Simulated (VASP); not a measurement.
A run of VASP 6.6.1 is set up as follows.

INCAR

```
PREC = Accurate
ENCUT = 520
EDIFF = 1E-7
ISMEAR = 0
SIGMA = 0.05
LREAL = False
LASPH = True
NELM = 60
ALGO = Normal
ISIF = 2
LWAVE = False
LCHARG = True
GGA = PS
LELF = True
LVHAR = True
NBANDS = 35
```

KPOINTS

```
Automatic mesh
0
Gamma
  12 12 2
```

File POSCAR:

```
MoS2
1.0
    3.1414322073      0.0000000000      0.0000000000
   -1.5707161036      2.5573264901      0.0000000000
    0.0000000000      0.0000000000     12.5788196111
Mo S
2 4
Direct
    0.3333333333      0.6666666667      0.2500000000
    0.6666666667      0.3333333333      0.7500000000
    0.3333333333      0.6666666667      0.6260538431
    0.6666666667      0.3333333333      0.1260538431
    0.3333333333      0.6666666667      0.8739461569
    0.6666666667      0.3333333333      0.3739461569
```

Potentials or basis: VASP PAW PBE potentials, release 64 (Mo_sv, S).

Command:

```console
$ cat potpaw_PBE.64/Mo_sv/POTCAR potpaw_PBE.64/S/POTCAR > POTCAR
$ mpirun -np 1 vasp_std > vasp.out
```

Task: Predict the pressure.

Result: 10.9 GPa.

Task: What does it give for the band gap on the k mesh?

Result: 1.12 eV (least direct gap 2.06 eV).

Forces in eV/Å, atoms in the order of the input:
```
Mo   0.000 -0.621  0.000
Mo   0.000  0.621  0.000
S    0.000 -0.313 -0.708
S    0.000  0.313 -0.708
S    0.000 -0.313  0.708
S    0.000  0.313  0.708
```

Caveat: the cell differs from its parent crystal (strain -0.0600 x Voigt [0, 1, 0, 0, 0, 0]); the cell stands under pressure; the PAW data sets were made with another functional, which shifts forces and pressure a little; this functional lacks dispersion, which binds the layers, so the pressure and a relaxed spacing across them are unreliable. A k mesh can miss the band edges.
